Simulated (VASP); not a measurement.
AlN:

```
Al N
1.0
     3.09716    0.00000    0.00000
    -1.54858    2.68222    0.00000
     0.00000    0.00000   10.03394
Al N
4 4
Direct
  0.00000 0.00000 0.99873
  0.33333 0.66667 0.24984
  0.00000 0.00000 0.49873
  0.66667 0.33333 0.74984
  0.00000 0.00000 0.18821
  0.33333 0.66667 0.43822
  0.00000 0.00000 0.68821
  0.66667 0.33333 0.93822
```

Base run:

```yaml
Program: VASP 6.6.1
Functional: r2SCAN
Potentials_or_basis: VASP PAW PBE potentials, release 64 (Al, N)
Cutoff: 520 eV
k_mesh: 12 × 12 × 4
Occupations: gaussian, width 0.01 eV
Spin: no spin polarisation
```

Its results: band gap on the k mesh 4.66 eV, indirect (least direct gap 4.90 eV); pressure -0.4 GPa; largest force 0.004 eV/Å.

Problem. The run is repeated on the same cell with these changes: functional from r2SCAN to PBE; occupations from gaussian, width 0.01 eV to fermi-dirac, width 0.02 eV. What comes out?

Solution. Band gap on the k mesh 4.04 eV, indirect (least direct gap 4.21 eV); pressure 4.4 GPa; largest force 0.008 eV/Å.

Caveats: the PAW data sets were made with another functional, which shifts forces and pressure a little (some runs).

A k mesh can miss the band edges.
